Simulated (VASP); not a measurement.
# Zr (Fm-3m) in VASP: notebook

Runs on Zr. Level: PBEsol. Tasks: single point.

Program: VASP 6.6.1. These are calculated values, not measurements. Logs are shortened: lines on timing, memory, paths and dates and some standing lists are left out, and cuts for length are marked.

**1. The cell of the first run**

The structure is cubic, space group Fm-3m (No. 225). The conventional cell has a = 4.449 Å, b = 4.449 Å, c = 4.449 Å, α = 90.00°, β = 90.00°, γ = 90.00°. Zr (site symmetry m-3m) has 12 Zr at 3.15 Å within 4.1 Å.

**2. Single point, PBEsol (strained)**

Input file INCAR:

```
SYSTEM = Zr
PREC = Accurate ; ENCUT = 520
EDIFF = 1E-7 ; ISMEAR = 0
SIGMA = 0.1 ; LREAL = .False.
LASPH = .True. ; NELM = 60
ALGO = Normal ; ISIF = 2
LWAVE = .False. ; LCHARG = .False.
GGA = PS ; NBANDS = 12
```

Input file KPOINTS:

```
regular mesh
0
Gamma
  16 16 16
  0 0 0
```

Input file POSCAR:

```
Zr
1.0
    0.0000000000      2.2245800500      2.2245800500
    2.2245800500      0.0000000000      2.2245800500
    2.2245800500      2.2245800500      0.0000000000
Zr
1
Direct
    0.0000000000      0.0000000000      0.0000000000
```

Potentials or basis: VASP PAW PBE potentials, release 64 (Zr_sv).

Run with:

```sh
$ cat potpaw_PBE.64/Zr_sv/POTCAR > POTCAR
$ mpirun -np 1 vasp_std > vasp.out
```

OUTCAR:

```text
SYSTEM = Zr
   PREC = Accurate
   ENCUT = 520
   EDIFF = 1E-7
   ISMEAR = 0
   LREAL = .False.
   LASPH = .True.
   NELM = 60
   ISIF = 2
   GGA = PS

 ion  position               nearest neighbor table
   1  0.000  0.000  0.000-

  LATTYP: Found a face centered cubic cell.
 ALAT       =     4.4491601000

  Lattice vectors:

 A1 = (   0.0000000000,   2.2245800500,   2.2245800500)
 A2 = (   2.2245800500,   0.0000000000,   2.2245800500)
 A3 = (   2.2245800500,   2.2245800500,   0.0000000000)

Analysis of symmetry for initial positions (statically):
=====================================================================
 Subroutine PRICEL returns:
 Original cell was already a primitive cell.

 Routine SETGRP: Setting up the symmetry group for a
 face centered cubic supercell.

 Subroutine GETGRP returns: Found 48 space group operations
 (whereof 48 operations were pure point group operations)
 out of a pool of 48 trial point group operations.

The static configuration has the point symmetry O_h .

Analysis of symmetry for dynamics (positions and initial velocities):
=====================================================================
 Subroutine PRICEL returns:
 Original cell was already a primitive cell.

 Routine SETGRP: Setting up the symmetry group for a
 face centered cubic supercell.

 Subroutine GETGRP returns: Found 48 space group operations
 (whereof 48 operations were pure point group operations)
 out of a pool of 48 trial point group operations.

The dynamic configuration has the point symmetry O_h .

 Subroutine INISYM returns: Found 48 space group operations
 (whereof 48 operations are pure point group operations),
 and found     1 'primitive' translations

----------------------------------------------------------------------------------------

                                     Primitive cell

  volume of cell :      22.0178

  direct lattice vectors                    reciprocal lattice vectors
     0.000000000  2.224580050  2.224580050    -0.224761523  0.224761523  0.224761523
     2.224580050  0.000000000  2.224580050     0.224761523 -0.224761523  0.224761523
     2.224580050  2.224580050  0.000000000     0.224761523  0.224761523 -0.224761523

  length of vectors
     3.146031277  3.146031277  3.146031277     0.389298377  0.389298377  0.389298377

  position of ions in fractional coordinates (direct lattice)
     0.000000000  0.000000000  0.000000000

  ion indices of the primitive-cell ions
   primitive index   ion index
                 1           1

----------------------------------------------------------------------------------------

 KPOINTS: regular mesh

Automatic generation of k-mesh.
 Grid dimensions read from file:
 generate k-points for:   16   16   16

 Generating k-lattice:

  Cartesian coordinates                     Fractional coordinates (reciprocal lattice)
    -0.014047595  0.014047595  0.014047595     0.062500000  0.000000000  0.000000000
     0.014047595 -0.014047595  0.014047595     0.000000000  0.062500000  0.000000000
     0.014047595  0.014047595 -0.014047595     0.000000000  0.000000000  0.062500000

  Length of vectors
     0.024331149  0.024331149  0.024331149

  Shift w.r.t. Gamma in fractional coordinates (k-lattice)
     0.000000000  0.000000000  0.000000000

 Subroutine IBZKPT returns following result:
 ===========================================

 Found    145 irreducible k-points:

 Following reciprocal coordinates:
            Coordinates               Weight
  0.000000  0.000000  0.000000      1.000000
  0.062500  0.000000  0.000000      8.000000
  0.125000  0.000000  0.000000      8.000000
  0.187500  0.000000  0.000000      8.000000
  0.250000  0.000000  0.000000      8.000000
  0.312500  0.000000  0.000000      8.000000
[... 16 lines left out ...]
 -0.125000  0.062500  0.000000     24.000000
 -0.062500  0.062500  0.000000     12.000000
 [... further k-points ...]
   k-points           NKPTS =    145   k-points in BZ     NKDIM =    145   number of bands    NBANDS=     12
   number of dos      NEDOS =    301   number of ions     NIONS =      1
   total plane-waves  NPLWV =  13824
   dimension x,y,z NGX =    24 NGY =   24 NGZ =   24
   dimension x,y,z NGXF=    48 NGYF=   48 NGZF=   48
   ions per type =               1
   NGX,Y,Z   is equivalent  to a cutoff of  12.68, 12.68, 12.68 a.u.
   NGXF,Y,Z  is equivalent  to a cutoff of  25.36, 25.36, 25.36 a.u.
 SYSTEM =  Zr
   PREC   = accura    normal or accurate (medium, high low for compatibility)
   ISTART =      0    job   : 0-new  1-cont  2-samecut
   ICHARG =      2    charge: 1-file 2-atom 10-const
   ISPIN  =      1    spin polarized calculation?
   LNONCOLLINEAR =      F non collinear calculations
   LSORBIT =      F    spin-orbit coupling
   LASPH  =      T    aspherical Exc in radial PAW
   ENCUT  =  520.0 eV  38.22 Ry    6.18 a.u.   5.85  5.85  5.85*2*pi/ulx,y,z
   NELM   =     60;   NELMIN=  2; NELMDL= -5     # of ELM steps
   EDIFF  = 0.1E-06   stopping-criterion for ELM
   LREAL  =      F    real-space projection
   EDIFFG = 0.1E-05   stopping-criterion for IOM
   NSW    =      0    number of steps for IOM
   IBRION =     -1    ionic relax: 0-MD 1-quasi-New 2-CG
   NFREE  =      0    steps in history (QN), initial steepest desc. (CG)
   ISIF   =      2    stress and relaxation
   ISYM   =      2    0-nonsym 1-usesym 2-fastsym
   POTIM  = 0.5000    time-step for ionic-motion
   TEBEG  =    0.0;   TEEND  =   0.0 temperature during run
   PSTRESS=    0.0 pullay stress
   NELECT =      12.0000    total number of electrons
   NUPDOWN=      -1.0000    fix difference up-down
   EMIN   =  10.00;   EMAX   =-10.00  energy-range for DOS
   EFERMI =   0.00;   METHOD = LEGACY
   ISMEAR =     0;   SIGMA  =   0.10  broadening in eV -4-tet -1-fermi 0-gaus
   EFERMI_NEDOS =   21; number of points for ismear=-14 and -15
   IALGO  =     38    algorithm
   IMIX   =      4    mixing-type and parameters
     AMIX     =   0.40;   BMIX     =  1.00
     AMIX_MAG =   1.60;   BMIX_MAG =  1.00
  volume/ion in A,a.u.               =      22.02       148.58
  Fermi-wavevector in a.u.,A,eV,Ry     =   1.337244  2.527024 24.330218  1.788221
  Thomas-Fermi vector in A             =   2.465807
   LORBIT       =      0    0 simple, 1 ext, 2 COOP (PROOUT), +10 PAW based schemes
   GGA     = PS    functional components
   LHFCALC =     F    Hartree Fock is set to
   AEXX    =    0.0000 exact exchange contribution
   IVDW    =     0    specifies the selected vdW correction
   LEPSILON=     F    determine dielectric tensor
   LRPA    =     F    only Hartree local field effects (RPA)
 non-spin polarized calculation
 Gauss-broadening in eV      SIGMA  =   0.10
  energy-cutoff  :      520.00
  volume of cell :       22.02
 maximum number of plane-waves:       609
   NGX = 11   NGY = 11   NGZ = 11

 number of electron      12.0000000 magnetization

 Free energy of the ion-electron system (eV)
  ---------------------------------------------------
  ext. energy  EPLUGINS =         0.00000000
  ---------------------------------------------------
  free energy    TOTEN  =        -9.05096064 eV

  energy without entropy =       -9.04240445  energy(sigma->0) =       -9.04668254

 E-fermi :   9.4039     XC(G=0): -11.4598

 val. band max:        9.4020533956   @ k =  -0.3125   0.3125   0.1250
 cond. band min:       9.4089205291   @ k =  -0.4375   0.3125   0.1250
 fundamental gap:      0.0068671335
 Fermi energy:         9.4038528819

 k-point     1 :       0.0000    0.0000    0.0000
  band No.  band energies     occupation
      1     -39.1107      2.00000
      2     -16.5612      2.00000
      3     -16.5612      2.00000
      4     -16.5612      2.00000
      5       3.7324      2.00000
      6      10.3810      0.00000
      7      10.3810      0.00000
      8      10.3810      0.00000
      9      12.9764      0.00000
     10      12.9764      0.00000
     11      20.0171      0.00000
     12      24.3709      0.00000

 k-point     2 :       0.0625    0.0000    0.0000
  band No.  band energies     occupation
      1     -39.1040      2.00000
      2     -16.6087      2.00000
      3     -16.5670      2.00000
      4     -16.5670      2.00000
      5       3.8673      2.00000
      6      10.2551      0.00000
      7      10.4449      0.00000
      8      10.4449      0.00000
      9      12.9095      0.00000
     10      12.9095      0.00000
     11      20.3096      0.00000
     12      23.8034      0.00000

 k-point     3 :       0.1250    0.0000    0.0000
  band No.  band energies     occupation
      1     -39.0849      2.00000
      2     -16.7424      2.00000
      3     -16.5833      2.00000
      4     -16.5833      2.00000
      5       4.2520      2.00000
      6       9.9437      0.00000
      7      10.6038      0.00000
      8      10.6038      0.00000
      9      12.7698      0.00000
     10      12.7698      0.00000
     11      21.0513      0.00000
     12      22.8062      0.00000
[... 286 lines left out ...]
 k-point    23 :      -0.1250    0.0625    0.0000
  band No.  band energies     occupation
      1     -39.0709      2.00000
      2     -16.8210      2.00000
      3     -16.6268      2.00000
      4     -16.5817      2.00000
      5       4.5366      2.00000
      6       9.7207      0.00001
      7      10.7066      0.00000
      8      10.7291      0.00000
      9      12.3987      0.00000
     10      13.0051      0.00000
     11      21.5531      0.00000
     12      22.5675      0.00000

 k-point    24 :      -0.0625    0.0625    0.0000
  band No.  band energies     occupation
      1     -39.0932      2.00000
      2     -16.6751      2.00000
      3     -16.5937      2.00000
      4     -16.5685      2.00000
      5       4.0860      2.00000
      6      10.0512      0.00000
      7      10.5374      0.00000
      8      10.5672      0.00000
      9      12.6630      0.00000
     10      12.9675      0.00000
     11      20.7664      0.00000
     12      23.3195      0.00000

 [... further k-points ...]
[... 5 lines left out ...]
  --------------------------------------------------------------------------------------
  -------------------------------------------------------------------------------------
  Total        0.1349527      0.1349527      0.1349527     -0.0000000     -0.0000000     -0.0000000
  in kB        9.8201502      9.8201502      9.8201502     -0.0000000     -0.0000000     -0.0000000
  external PRESSURE =       9.8201502 kB  Pullay stress =       0.0000000 kB

 VOLUME and BASIS-vectors are now :
 -----------------------------------------------------------------------------
  energy-cutoff  :      520.00
  volume of cell :       22.02
      direct lattice vectors                 reciprocal lattice vectors
     0.000000000  2.224580050  2.224580050    -0.224761523  0.224761523  0.224761523
     2.224580050  0.000000000  2.224580050     0.224761523 -0.224761523  0.224761523
     2.224580050  2.224580050  0.000000000     0.224761523  0.224761523 -0.224761523

 POSITION                                       TOTAL-FORCE (eV/Angst)
 -----------------------------------------------------------------------------------
      0.00000      0.00000      0.00000         0.000000     -0.000000      0.000000
 -----------------------------------------------------------------------------------
    total drift:                                0.000000      0.000000     -0.000000

  FREE ENERGIE OF THE ION-ELECTRON SYSTEM (eV)
  ---------------------------------------------------
  free  energy   TOTEN  =        -9.0509606399 eV

  energy  without entropy=       -9.0424044452  energy(sigma->0) =       -9.04668254
```

Run time: 33 s. Hardware: 1 thread of Intel Xeon Platinum 8259CL at 2.50GHz (Skylake/Cascade Lake), shared host; peak memory 0.16 GiB.

Results:

* Free energy: -9.0510 eV
* Pressure: 1.0 GPa
* Band gap on the k mesh: zero (band 6 reaches 10.38 eV, above the bottom of band 7 at 8.99 eV)

Caveat: the cell differs from its parent crystal (strained); the PAW data sets were made with another functional, which shifts forces and pressure a little.

**3. Single point, PBEsol (strained)**

Input file INCAR:

```
SYSTEM = Zr
PREC     = Accurate       ! precision mode
ENCUT    = 520            ! plane-wave cutoff, eV
EDIFF    = 1E-7           ! SCF threshold, eV
ISMEAR   = 0              ! smearing method
SIGMA    = 0.1            ! smearing width, eV
LREAL    = .FALSE.        ! projectors in reciprocal space
LASPH    = .TRUE.         ! aspherical terms in the spheres
NELM     = 60             ! most SCF steps
ALGO     = Normal         ! electronic algorithm
ISIF     = 2              ! what is computed and relaxed
LWAVE    = .FALSE.        ! write WAVECAR
LCHARG   = .TRUE.         ! write CHGCAR
GGA      = PS             ! functional
LELF     = .TRUE.         ! ELF
LVHAR    = .TRUE.       
NBANDS   = 12             ! bands
```

Input file KPOINTS:

```
Automatic mesh
0
G
  16 16 16
  0 0 0
```

Input file POSCAR:

```
Zr
1.0
    0.0000000000      2.2991754500      2.2991754500
    2.2991754500      0.0000000000      2.2991754500
    2.2991754500      2.2991754500      0.0000000000
Zr
1
Direct
    0.0000000000      0.0000000000      0.0000000000
```

Potentials or basis: VASP PAW PBE potentials, release 64 (Zr_sv).

Run with:

```sh
$ cat potpaw_PBE.64/Zr_sv/POTCAR > POTCAR
$ mpirun -np 1 vasp_std > vasp.out
```

It took 36 s on 1 thread of Intel Xeon Platinum 8259CL at 2.50GHz (Skylake/Cascade Lake), shared host; peak memory 0.16 GiB.

It converged, with:

```
Free energy            : -9.0023 eV
Pressure               : -7.3 GPa
Band gap on the k mesh : zero (band 6 reaches 9.25 eV, above the bottom of band 7 at 7.91 eV)
```

Levels at points of the mesh, in eV from the Fermi level:
```csv
k point,band 3,band 4,band 5,band 6,band 7,band 8,band 9,band 10
"(0.00, 0.00, 0.00)",-26.28,-26.28,-5.48,0.96,0.96,0.96,3.24,3.24
"(0.50, 0.00, 0.00)",-26.39,-26.39,-2.84,0.79,0.79,0.97,4.93,4.93
"(0.50, 0.50, 0.00)",-26.58,-26.58,-2.82,-2.04,2.77,4.93,5.42,5.42
```

Caveat: the cell differs from its parent crystal (strained); the PAW data sets were made with another functional, which shifts forces and pressure a little.

(Continued in part 2 of 2.)
